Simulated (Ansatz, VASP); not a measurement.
# Two plane-wave programs on BaZrO3

Contents of INCAR:

```
PREC = Accurate
ENCUT = 520
EDIFF = 1E-6
ISMEAR = 0
SIGMA = 0.1
LREAL = F
LASPH = T
NELM = 150
ALGO = Normal
ISIF = 2
LWAVE = F
LCHARG = T
ISPIN = 2
MAGMOM = 0 1 0 0 0
LORBIT = 11
LMAXMIX = 4
GGA = PE
LELF = T
LVHAR = T
NBANDS = 32
```

Contents of KPOINTS:

```
regular mesh
0
Gamma
  4 4 4
```

POSCAR

```
BaZrO3
1.0
    5.9589911081      0.0000000000      0.0000000000
    0.0000000000      5.9589911081      0.0000000000
    0.0000000000      0.0000000000      5.0518710875
Ba Zr O
1 1 3
Direct
    0.0000000000      0.0000000000      0.0000000000
    0.5000000000      0.5000000000      0.0000000000
    0.0000000000      0.0000000000      0.5000000000
    0.5000000000      0.5000000000      0.6309717736
    0.5000000000      0.5000000000      0.3690282264
```

Input for Ansatz:

```yaml
crystal:
  lattice:
    - [5.9589596373, 0.0, 0.0]
    - [0.0, 5.9589596373, 0.0]
    - [0.0, 0.0, 5.0518703324]
  atoms:
    - { symbol: Ba, position: [0.0, 0.0, 0.0] }
    - { symbol: Zr, position: [0.5, 0.5, 0.0], spin: 1.0 }
    - { symbol: O, position: [0.0, 0.0, 0.5] }
    - { symbol: O, position: [0.5, 0.5, 0.6309717756] }
    - { symbol: O, position: [0.5, 0.5, 0.3690282244] }
basis:
  ecutwfc: 420
kpoints:
  mp_grid: { grid: [4, 4, 4] }
hamiltonian:
  xc: pbe
scf:
  occupations: { method: gaussian, width: 0.1 }
  lower_state_search: "off"
output:
  forces: true
  stress: true
  eigenvalues: true
  populations: true
magnetization:
  spin_polarized: true
```

Alike in both runs: task single point; functional PBE; k mesh 4 × 4 × 4; occupations gaussian, width 0.1 eV; collinear spin.

|  | VASP | Ansatz |
| --- | --- | --- |
| version | VASP 6.6.1 | Ansatz 0.2.0 |
| potentials or method | VASP PAW PBE potentials, release 64 (Ba_sv, Zr_sv, O), cutoff 520 eV | scalar-relativistic, plane waves, PAW |
| valence electrons in the cell | 40 | 40 |

|  | VASP | Ansatz | Ansatz less VASP |
| --- | --- | --- | --- |
| gap on the k mesh at the Fermi level (eV) | none | none | - |
| pressure (GPa) | 0.5 | 0.7 | +0.21 |
| traceless stress, the component that is largest in VASP (GPa) | 0.97 | 0.91 | -0.063 |
| rms of the force components (eV/Å) | 0.087 | 0.125 | +0.0380 |
| net moment per atom (μB) | 0.09 | 0.31 | +0.224 |
| size of the moment on the site where the two differ most (μB) | 0.00 | 0.33 | +0.334 |

The net moments are unlike, so the other rows may belong to different states. Site moments also hang on the region over which each program counts them. Atom by atom the forces differ by 0.212 eV/Å (rms over components). A gap of «none» marks a metal or a gap that the smearing closes.

Neither program's run includes spin-orbit coupling.
